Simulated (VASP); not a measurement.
# MnGa3 (Fm-3m) in VASP: notebook

The runs below take MnGa3 through single point, with PBE.

All numbers are computed with VASP 6.6.1; they aren't measurements. Logs are shortened: lines on timing, memory, paths and dates and some standing lists are left out, and cuts for length are marked.

**1. The cell of the first run**

The structure is cubic, space group Fm-3m (No. 225). Conventional cell: a = 6.209 Å, b = 6.209 Å, c = 6.209 Å, α = 90.00°, β = 90.00°, γ = 90.00°. Ga (site symmetry -43m) has 10 Ga at 2.69 to 3.10 Å and 4 Mn at 2.69 Å within 3.5 Å. Ga (site symmetry m-3m) has 8 Ga at 2.69 Å and 6 Mn at 3.10 Å within 3.5 Å. Within 3.5 Å of Mn (site symmetry m-3m) lie 14 Ga at 2.69 to 3.10 Å.

**2. Single point, PBE**

File INCAR:

```
  PREC = Accurate
  ENCUT = 520
  EDIFF = 1E-6
  ISMEAR = 0
  SIGMA = 0.1
  LREAL = F
  LASPH = T
  NELM = 80
  ALGO = Fast
  ISIF = 2
  LWAVE = F
  LCHARG = F
  GGA = PE
  NBANDS = 34
```

File KPOINTS:

```
Automatic mesh
0
Gamma
  12 12 12
```

File POSCAR:

```
MnGa3
1.0
    0.0000000000      3.1043001662      3.1043001662
    3.1043001662      0.0000000000      3.1043001662
    3.1043001662      3.1043001662      0.0000000000
Ga Mn
3 1
Direct
    0.2500000000      0.2500000000      0.2500000000
    0.7500000000      0.7500000000      0.7500000000
    0.5000000000      0.5000000000      0.5000000000
    0.0000000000      0.0000000000      0.0000000000
```

Potentials or basis: VASP PAW PBE potentials, release 64 (Ga_d, Mn_pv).

Command:

```
$ cat potpaw_PBE.64/Ga_d/POTCAR potpaw_PBE.64/Mn_pv/POTCAR > POTCAR
$ mpirun -np 1 vasp_std > vasp.out
```

OUTCAR:

```text
PREC = Accurate
   ENCUT = 520
   EDIFF = 1E-6
   ISMEAR = 0
   LREAL = F
   LASPH = T
   NELM = 80
   ISIF = 2
   GGA = PE

 ion  position               nearest neighbor table
   1  0.250  0.250  0.250-   4 2.69   4 2.69   4 2.69   3 2.69   4 2.69   3 2.69   3 2.69   3 2.69

   2  0.750  0.750  0.750-   3 2.69   3 2.69   3 2.69   3 2.69   4 2.69   4 2.69   4 2.69   4 2.69

   3  0.500  0.500  0.500-   1 2.69   1 2.69   1 2.69   1 2.69   2 2.69   2 2.69   2 2.69   2 2.69

   4  0.000  0.000  0.000-   2 2.69   2 2.69   2 2.69   1 2.69   2 2.69   1 2.69   1 2.69   1 2.69

  LATTYP: Found a face centered cubic cell.
 ALAT       =     6.2086003324

  Lattice vectors:

 A1 = (   0.0000000000,   3.1043001662,   3.1043001662)
 A2 = (   3.1043001662,   0.0000000000,   3.1043001662)
 A3 = (   3.1043001662,   3.1043001662,   0.0000000000)

Analysis of symmetry for initial positions (statically):
=====================================================================
 Subroutine PRICEL returns:
 Original cell was already a primitive cell.

 Routine SETGRP: Setting up the symmetry group for a
 face centered cubic supercell.

 Subroutine GETGRP returns: Found 48 space group operations
 (whereof 48 operations were pure point group operations)
 out of a pool of 48 trial point group operations.

The static configuration has the point symmetry O_h .

Analysis of symmetry for dynamics (positions and initial velocities):
=====================================================================
 Subroutine PRICEL returns:
 Original cell was already a primitive cell.

 Routine SETGRP: Setting up the symmetry group for a
 face centered cubic supercell.

 Subroutine GETGRP returns: Found 48 space group operations
 (whereof 48 operations were pure point group operations)
 out of a pool of 48 trial point group operations.

The dynamic configuration has the point symmetry O_h .

 Subroutine INISYM returns: Found 48 space group operations
 (whereof 48 operations are pure point group operations),
 and found     1 'primitive' translations

----------------------------------------------------------------------------------------

                                     Primitive cell

[... 91 lines left out ...]
   LASPH  =      T    aspherical Exc in radial PAW
   ENCUT  =  520.0 eV  38.22 Ry    6.18 a.u.   8.16  8.16  8.16*2*pi/ulx,y,z
   NELM   =     80;   NELMIN=  2; NELMDL= -5     # of ELM steps
   EDIFF  = 0.1E-05   stopping-criterion for ELM
   LREAL  =      F    real-space projection
   EDIFFG = 0.1E-04   stopping-criterion for IOM
   NSW    =      0    number of steps for IOM
   IBRION =     -1    ionic relax: 0-MD 1-quasi-New 2-CG
   NFREE  =      0    steps in history (QN), initial steepest desc. (CG)
   ISIF   =      2    stress and relaxation
   ISYM   =      2    0-nonsym 1-usesym 2-fastsym
   POTIM  = 0.5000    time-step for ionic-motion
   TEBEG  =    0.0;   TEEND  =   0.0 temperature during run
   PSTRESS=    0.0 pullay stress
   NELECT =      52.0000    total number of electrons
   NUPDOWN=      -1.0000    fix difference up-down
   EMIN   =  10.00;   EMAX   =-10.00  energy-range for DOS
   EFERMI =   0.00;   METHOD = LEGACY
   ISMEAR =     0;   SIGMA  =   0.10  broadening in eV -4-tet -1-fermi 0-gaus
   EFERMI_NEDOS =   21; number of points for ismear=-14 and -15
   IALGO  =     68    algorithm
   IMIX   =      4    mixing-type and parameters
     AMIX     =   0.40;   BMIX     =  1.00
     AMIX_MAG =   1.60;   BMIX_MAG =  1.00
  volume/ion in A,a.u.               =      14.96       100.94
  Fermi-wavevector in a.u.,A,eV,Ry     =   1.562316  2.952349 33.209530  2.440832
  Thomas-Fermi vector in A             =   2.665252
   LORBIT       =      0    0 simple, 1 ext, 2 COOP (PROOUT), +10 PAW based schemes
   GGA     = PE    functional components
   LHFCALC =     F    Hartree Fock is set to
   AEXX    =    0.0000 exact exchange contribution
   IVDW    =     0    specifies the selected vdW correction
   LEPSILON=     F    determine dielectric tensor
   LRPA    =     F    only Hartree local field effects (RPA)
 non-spin polarized calculation
 RMM-DIIS sequential band-by-band and
 Gauss-broadening in eV      SIGMA  =   0.10
  energy-cutoff  :      520.00
  volume of cell :       59.83
 maximum number of plane-waves:      1639
 NGX is ok and might be reduce to    36
   NGX = 17   NGY = 17   NGZ = 17

 number of electron      51.9999985 magnetization

 Free energy of the ion-electron system (eV)
  ---------------------------------------------------
  ext. energy  EPLUGINS =         0.00000000
  ---------------------------------------------------
  free energy    TOTEN  =       -16.07696130 eV

  energy without entropy =      -16.05579242  energy(sigma->0) =      -16.06637686

 E-fermi :   7.6333     XC(G=0): -12.1954

 val. band max:        7.6131795842   @ k =  -0.1667   0.2500   0.0833
 cond. band min:       7.6372384145   @ k =  -0.3333   0.4167   0.0833
 fundamental gap:      0.0240588302
 Fermi energy:         7.6332520868

 k-point     1 :       0.0000    0.0000    0.0000
  band No.  band energies     occupation
      1     -39.7673      2.00000
      2     -39.7673      2.00000
      3     -39.7673      2.00000
      4      -7.7013      2.00000
      5      -7.7013      2.00000
      6      -7.6813      2.00000
[... 877 lines left out ...]
     33      13.7592      0.00000
     34      14.3099      0.00000

 [... further k-points ...]

------------------------ aborting loop because EDIFF is reached ----------------------------------------

  FORCE on cell =-STRESS in cart. coord.  units (eV):
  Direction    XX          YY          ZZ          XY          YZ          ZX
  --------------------------------------------------------------------------------------
  -------------------------------------------------------------------------------------
  Total        0.0695402      0.0695402      0.0695402      0.0000000      0.0000000     -0.0000000
  in kB        1.8621950      1.8621950      1.8621950      0.0000000      0.0000000     -0.0000000
  external PRESSURE =       1.8621950 kB  Pullay stress =       0.0000000 kB

 VOLUME and BASIS-vectors are now :
 -----------------------------------------------------------------------------
  energy-cutoff  :      520.00
  volume of cell :       59.83
      direct lattice vectors                 reciprocal lattice vectors
     0.000000000  3.104300166  3.104300166    -0.161066899  0.161066899  0.161066899
     3.104300166  0.000000000  3.104300166     0.161066899 -0.161066899  0.161066899
     3.104300166  3.104300166  0.000000000     0.161066899  0.161066899 -0.161066899

 POSITION                                       TOTAL-FORCE (eV/Angst)
 -----------------------------------------------------------------------------------
      1.55215      1.55215      1.55215        -0.000000     -0.000000     -0.000000
      4.65645      4.65645      4.65645         0.000000      0.000000      0.000000
      3.10430      3.10430      3.10430        -0.000000      0.000000     -0.000000
      0.00000      0.00000      0.00000        -0.000000      0.000000     -0.000000
 -----------------------------------------------------------------------------------
    total drift:                                0.000000      0.000000      0.000000

  FREE ENERGIE OF THE ION-ELECTRON SYSTEM (eV)
  ---------------------------------------------------
  free  energy   TOTEN  =       -16.0769612960 eV

  energy  without entropy=      -16.0557924183  energy(sigma->0) =      -16.06637686
```

stdout:

```text
POSCAR found type information on POSCAR GaMn
 POSCAR found :  2 types and       4 ions
 scaLAPACK will be used
 LDA part: xc-table for (Slater+PW92), standard interpolation
 POSCAR, INCAR and KPOINTS ok, starting setup
 FFT: planning ... GRIDC
 FFT: planning ... GRID_SOFT
 FFT: planning ... GRID
 WAVECAR not read
 entering main loop
WARNING in EDDRMM: call to ZHEGV failed, returncode =   8  4     31
```

Wall time 85 s (1 thread of Intel Xeon 6975P-C (Granite Rapids), shared host); peak memory 0.28 GiB.

What came out:

| Property | Result |
| --- | --- |
| Free energy | -16.0770 eV |
| Pressure | 0.2 GPa |
| Band gap on the k mesh | zero (bands 26 and 27 overlap by 1.00 eV) |

Levels at points of the mesh, in eV from the Fermi level:
| k point | band 22 | band 23 | band 24 | band 25 | band 26 | band 27 | band 28 | band 29 | band 30 | band 31 |
| --- | --- | --- | --- | --- | --- | --- | --- | --- | --- | --- |
| (0.00, 0.00, 0.00) | -2.32 | -1.21 | -0.55 | -0.55 | 0.66 | 0.66 | 0.66 | 1.01 | 3.09 | 3.09 |
| (0.50, 0.00, 0.00) | -2.74 | -1.75 | -0.97 | -0.48 | -0.48 | 0.27 | 0.27 | 1.94 | 1.94 | 2.81 |
| (0.50, 0.50, 0.00) | -3.81 | -3.81 | -1.44 | -0.50 | -0.50 | -0.32 | 0.62 | 1.42 | 7.41 | 7.41 |

Caveat: the run has no spin polarisation, though such a crystal can be magnetic. Spin polarisation is off, so any magnetic state and its effect on volume and gap are missing.

(Continued in part 2 of 2.)

The gap in the log of VASP goes by the Fermi energy; the results here count the filled bands.